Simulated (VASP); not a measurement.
# Re (P6_3/mmc) in VASP: a series of runs

Re is run at these levels: BLYP; tasks: single point, relaxation of cell and atoms.

All numbers are computed with VASP 6.6.1; they aren't measurements. Logs are shortened: lines on timing, memory, paths and dates and some standing lists are left out, and cuts for length are marked.

## (1) The cell of the first run

The structure is hexagonal, space group P6_3/mmc (No. 194). The conventional cell has a = 2.815 Å, b = 2.815 Å, c = 4.526 Å, α = 90.00°, β = 90.00°, γ = 120.00°. Re (site symmetry -6m2) has 12 Re at 2.79 to 2.82 Å within 3.7 Å.

## (2) Single point, BLYP

The input, INCAR:

```
SYSTEM = Re
PREC     = Accurate       ! precision mode
ENCUT    = 560            ! plane-wave cutoff, eV
EDIFF    = 1E-6           ! SCF threshold, eV
ISMEAR   = -1             ! smearing method
SIGMA    = 0.1            ! smearing width, eV
LREAL    = .FALSE.        ! projectors in reciprocal space
LASPH    = .TRUE.         ! aspherical terms in the spheres
NELM     = 120            ! most SCF steps
ALGO     = Normal         ! electronic algorithm
ISIF     = 2              ! what is computed and relaxed
LWAVE    = .FALSE.        ! write WAVECAR
LCHARG   = .FALSE.        ! write CHGCAR
GGA      = B5             ! functional
ALDAX    = 1.0          
AGGAX    = 1.0          
AGGAC    = 1.0          
ALDAC    = 0.0          
NBANDS   = 22             ! bands
GGA_COMPAT= .FALSE.
```

The input, KPOINTS:

```
Automatic mesh
0
G
  13 13 7
  0 0 0
```

The input, POSCAR:

```
Re
1.0
    2.8150812201      0.0000000000      0.0000000000
   -1.4075406101      2.4379318503      0.0000000000
    0.0000000000      0.0000000000      4.5258909785
Re
2
Direct
    0.3333333333      0.6666666667      0.2500000000
    0.6666666667      0.3333333333      0.7500000000
```

Potentials or basis: VASP PAW PBE potentials, release 64 (Re_sv_GW).

Run with:

```
$ cat potpaw_PBE.64/Re_sv_GW/POTCAR > POTCAR
$ mpirun -np 1 vasp_std > vasp.out
```

OUTCAR:

```text
SYSTEM = Re
   PREC = Accurate
   ENCUT = 560
   EDIFF = 1E-6
   ISMEAR = -1
   LREAL = .FALSE.
   LASPH = .TRUE.
   NELM = 120
   ISIF = 2
   GGA = B5

 ion  position               nearest neighbor table
   1  0.333  0.667  0.250-   2 2.79   2 2.79   2 2.79   2 2.79   2 2.79   2 2.79
   2  0.667  0.333  0.750-   1 2.79   1 2.79   1 2.79   1 2.79   1 2.79   1 2.79

  LATTYP: Found a hexagonal cell.
 ALAT       =     2.8150812201
 C/A-ratio  =     1.6077301593

  Lattice vectors:

 A1 = (   2.8150812201,   0.0000000000,   0.0000000000)
 A2 = (  -1.4075406101,   2.4379318503,   0.0000000000)
 A3 = (   0.0000000000,   0.0000000000,   4.5258909785)

Analysis of symmetry for initial positions (statically):
=====================================================================
 Subroutine PRICEL returns:
 Original cell was already a primitive cell.

 Routine SETGRP: Setting up the symmetry group for a
 hexagonal supercell.

 Subroutine GETGRP returns: Found 24 space group operations
 (whereof 12 operations were pure point group operations)
 out of a pool of 24 trial point group operations.

The static configuration has the point symmetry D_3d.
 The point group associated with its full space group is D_6h.

Analysis of symmetry for dynamics (positions and initial velocities):
=====================================================================
 Subroutine PRICEL returns:
 Original cell was already a primitive cell.

 Routine SETGRP: Setting up the symmetry group for a
 hexagonal supercell.

 Subroutine GETGRP returns: Found 24 space group operations
 (whereof 12 operations were pure point group operations)
 out of a pool of 24 trial point group operations.

The dynamic configuration has the point symmetry D_3d.
 The point group associated with its full space group is D_6h.

 Subroutine INISYM returns: Found 24 space group operations
 (whereof 12 operations are pure point group operations),
 and found     1 'primitive' translations

----------------------------------------------------------------------------------------

                                     Primitive cell

  volume of cell :      31.0611

  direct lattice vectors                    reciprocal lattice vectors
     2.815081220  0.000000000  0.000000000     0.355229538  0.205091869  0.000000000
    -1.407540610  2.437931850  0.000000000     0.000000000  0.410183738  0.000000000
     0.000000000  0.000000000  4.525890978     0.000000000  0.000000000  0.220950970

  length of vectors
     2.815081220  2.815081220  4.525890978     0.410183738  0.410183738  0.220950970

  position of ions in fractional coordinates (direct lattice)
     0.333333333  0.666666667  0.250000000
     0.666666667  0.333333333  0.750000000

  ion indices of the primitive-cell ions
   primitive index   ion index
                 1           1
                 2           2

----------------------------------------------------------------------------------------

 KPOINTS: Automatic mesh

Automatic generation of k-mesh.
 Grid dimensions read from file:
 generate k-points for:   13   13    7

 Generating k-lattice:

  Cartesian coordinates                     Fractional coordinates (reciprocal lattice)
     0.027325349  0.015776298  0.000000000     0.076923077  0.000000000  0.000000000
     0.000000000  0.031552595  0.000000000     0.000000000  0.076923077  0.000000000
     0.000000000  0.000000000  0.031564424     0.000000000  0.000000000  0.142857143

  Length of vectors
     0.031552595  0.031552595  0.031564424

  Shift w.r.t. Gamma in fractional coordinates (k-lattice)
     0.000000000  0.000000000  0.000000000

 Subroutine IBZKPT returns following result:
 ===========================================

 Found     84 irreducible k-points:

 Following reciprocal coordinates:
            Coordinates               Weight
  0.000000  0.000000  0.000000      1.000000
  0.076923  0.000000  0.000000      6.000000
  0.153846  0.000000  0.000000      6.000000
  0.230769 -0.000000  0.000000      6.000000
  0.307692  0.000000  0.000000      6.000000
  0.384615  0.000000  0.000000      6.000000
[... 16 lines left out ...]
  0.076923  0.000000  0.142857     12.000000
  0.153846  0.000000  0.142857     12.000000
 [... further k-points ...]
   k-points           NKPTS =     84   k-points in BZ     NKDIM =     84   number of bands    NBANDS=     22
   number of dos      NEDOS =    301   number of ions     NIONS =      2
   total plane-waves  NPLWV =  20736
   dimension x,y,z NGX =    24 NGY =   24 NGZ =   36
   dimension x,y,z NGXF=    48 NGYF=   48 NGZF=   72
   ions per type =               2
   NGX,Y,Z   is equivalent  to a cutoff of  14.17, 14.17, 13.22 a.u.
   NGXF,Y,Z  is equivalent  to a cutoff of  28.35, 28.35, 26.45 a.u.
 SYSTEM =  Re
   PREC   = accura    normal or accurate (medium, high low for compatibility)
   ISTART =      0    job   : 0-new  1-cont  2-samecut
   ICHARG =      2    charge: 1-file 2-atom 10-const
   ISPIN  =      1    spin polarized calculation?
   LNONCOLLINEAR =      F non collinear calculations
   LSORBIT =      F    spin-orbit coupling
   LASPH  =      T    aspherical Exc in radial PAW
   ENCUT  =  560.0 eV  41.16 Ry    6.42 a.u.   5.43  5.43  8.73*2*pi/ulx,y,z
   NELM   =    120;   NELMIN=  2; NELMDL= -5     # of ELM steps
   EDIFF  = 0.1E-05   stopping-criterion for ELM
   LREAL  =      F    real-space projection
   EDIFFG = 0.1E-04   stopping-criterion for IOM
   NSW    =      0    number of steps for IOM
   IBRION =     -1    ionic relax: 0-MD 1-quasi-New 2-CG
   NFREE  =      0    steps in history (QN), initial steepest desc. (CG)
   ISIF   =      2    stress and relaxation
   ISYM   =      2    0-nonsym 1-usesym 2-fastsym
   POTIM  = 0.5000    time-step for ionic-motion
   TEBEG  =    0.0;   TEEND  =   0.0 temperature during run
   PSTRESS=    0.0 pullay stress
   NELECT =      30.0000    total number of electrons
   NUPDOWN=      -1.0000    fix difference up-down
   EMIN   =  10.00;   EMAX   =-10.00  energy-range for DOS
   EFERMI =   0.00;   METHOD = LEGACY
   ISMEAR =    -1;   SIGMA  =   0.10  broadening in eV -4-tet -1-fermi 0-gaus
   EFERMI_NEDOS =   21; number of points for ismear=-14 and -15
   IALGO  =     38    algorithm
   IMIX   =      4    mixing-type and parameters
     AMIX     =   0.40;   BMIX     =  1.00
     AMIX_MAG =   1.60;   BMIX_MAG =  1.00
  volume/ion in A,a.u.               =      15.53       104.81
  Fermi-wavevector in a.u.,A,eV,Ry     =   1.618240  3.058031 35.629606  2.618702
  Thomas-Fermi vector in A             =   2.712535
   LORBIT       =      0    0 simple, 1 ext, 2 COOP (PROOUT), +10 PAW based schemes
   GGA     = B5    functional components
   LHFCALC =     F    Hartree Fock is set to
   AEXX    =    0.0000 exact exchange contribution
   IVDW    =     0    specifies the selected vdW correction
   LEPSILON=     F    determine dielectric tensor
   LRPA    =     F    only Hartree local field effects (RPA)
 non-spin polarized calculation
  energy-cutoff  :      560.00
  volume of cell :       31.06
 maximum number of plane-waves:       960
 NGX is ok and might be reduce to    24
   NGX = 11   NGY = 11   NGZ = 17

 number of electron      30.0000000 magnetization

 Free energy of the ion-electron system (eV)
  ---------------------------------------------------
  ext. energy  EPLUGINS =         0.00000000
  ---------------------------------------------------
  free energy    TOTEN  =       -24.89117313 eV

  energy without entropy =      -24.83486114  energy(sigma->0) =      -24.86301714

 E-fermi :  12.7344     XC(G=0): -13.2284

 val. band max:       12.7299662712   @ k =   0.1538   0.0769   0.1429
 cond. band min:      12.7400278752   @ k =   0.3846   0.1538   0.2857
 fundamental gap:      0.0100616040
 Fermi energy:        12.7344376356

 k-point     1 :       0.0000    0.0000    0.0000
  band No.  band energies     occupation
      1     -66.7573      2.00000
      2     -66.6566      2.00000
      3     -29.3533      2.00000
      4     -28.4730      2.00000
      5     -28.4730      2.00000
      6     -28.3190      2.00000
[... 14 lines left out ...]
     21      22.0497      0.00000
     22      26.4193      0.00000

 k-point     2 :       0.0769    0.0000    0.0000
  band No.  band energies     occupation
      1     -66.7527      2.00000
      2     -66.6546      2.00000
      3     -29.3341      2.00000
      4     -28.5164      2.00000
      5     -28.4872      2.00000
      6     -28.3649      2.00000
[... 14 lines left out ...]
     21      22.0322      0.00000
     22      26.9093      0.00000

 k-point     3 :       0.1538    0.0000    0.0000
  band No.  band energies     occupation
      1     -66.7397      2.00000
      2     -66.6491      2.00000
      3     -29.2791      2.00000
      4     -28.6363      2.00000
      5     -28.5254      2.00000
      6     -28.4885      2.00000
[... 14 lines left out ...]
     21      21.9097      0.00000
     22      28.0927      0.00000

 k-point     4 :       0.2308   -0.0000    0.0000
  band No.  band energies     occupation
      1     -66.7207      2.00000
      2     -66.6421      2.00000
      3     -29.1949      2.00000
      4     -28.8062      2.00000
      5     -28.6573      2.00000
      6     -28.5777      2.00000
[... 14 lines left out ...]
     21      21.6322      0.00000
     22      27.6646      0.00000

 k-point     5 :       0.3077    0.0000    0.0000
  band No.  band energies     occupation
      1     -66.6993      2.00000
      2     -66.6358      2.00000
      3     -29.0922      2.00000
      4     -28.9848      2.00000
      5     -28.8298      2.00000
      6     -28.6311      2.00000
[... 417 lines left out ...]
 k-point    22 :       0.0000    0.0000    0.1429
  band No.  band energies     occupation
      1     -66.7524      2.00000
      2     -66.6617      2.00000
      3     -29.3038      2.00000
      4     -28.4655      2.00000
      5     -28.4655      2.00000
      6     -28.3444      2.00000
[... 14 lines left out ...]
     21      23.0608      0.00000
     22      25.9659      0.00000

 k-point    23 :       0.0769    0.0000    0.1429
  band No.  band energies     occupation
      1     -66.7479      2.00000
      2     -66.6595      2.00000
      3     -29.2870      2.00000
      4     -28.5077      2.00000
      5     -28.4793      2.00000
      6     -28.3966      2.00000
[... 14 lines left out ...]
     21      23.0693      0.00000
     22      26.4461      0.00000

 k-point    24 :       0.1538    0.0000    0.1429
  band No.  band energies     occupation
      1     -66.7353      2.00000
      2     -66.6537      2.00000
      3     -29.2399      2.00000
      4     -28.6240      2.00000
      5     -28.5215      2.00000
      6     -28.5165      2.00000
[... 14 lines left out ...]
     21      23.0436      0.00000
     22      27.6708      0.00000

 [... further k-points ...]
[... 5 lines left out ...]
  --------------------------------------------------------------------------------------
  -------------------------------------------------------------------------------------
  Total        0.0205587      0.0205587      0.0018334     -0.0000000     -0.0000000     -0.0000000
  in kB        1.0604479      1.0604479      0.0945715     -0.0000000     -0.0000000     -0.0000000
  external PRESSURE =       0.7384891 kB  Pullay stress =       0.0000000 kB

 VOLUME and BASIS-vectors are now :
 -----------------------------------------------------------------------------
  energy-cutoff  :      560.00
  volume of cell :       31.06
      direct lattice vectors                 reciprocal lattice vectors
     2.815081220  0.000000000  0.000000000     0.355229538  0.205091869  0.000000000
    -1.407540610  2.437931850  0.000000000     0.000000000  0.410183738  0.000000000
     0.000000000  0.000000000  4.525890978     0.000000000  0.000000000  0.220950970

 POSITION                                       TOTAL-FORCE (eV/Angst)
 -----------------------------------------------------------------------------------
     -0.00000      1.62529      1.13147         0.000000     -0.000000      0.000000
      1.40754      0.81264      3.39442        -0.000000      0.000000      0.000000
 -----------------------------------------------------------------------------------
    total drift:                                0.000000     -0.000000      0.000000

  FREE ENERGIE OF THE ION-ELECTRON SYSTEM (eV)
  ---------------------------------------------------
  free  energy   TOTEN  =       -24.8911731297 eV

  energy  without entropy=      -24.8348611436  energy(sigma->0) =      -24.86301714
```

Run time: 36 s. Hardware: 1 thread of Intel Xeon Platinum 8488C (Sapphire Rapids), shared host; peak memory 0.19 GiB.

Results:

- Free energy: -24.8912 eV
- Pressure: 0.1 GPa
- Band gap on the k mesh: zero (bands 15 and 16 overlap by 2.79 eV)

Caveat: the PAW data sets were made with another functional, which shifts forces and pressure a little; spin-orbit coupling is left out, which moves the levels of the heavy elements.

[end of part 1 of 2]
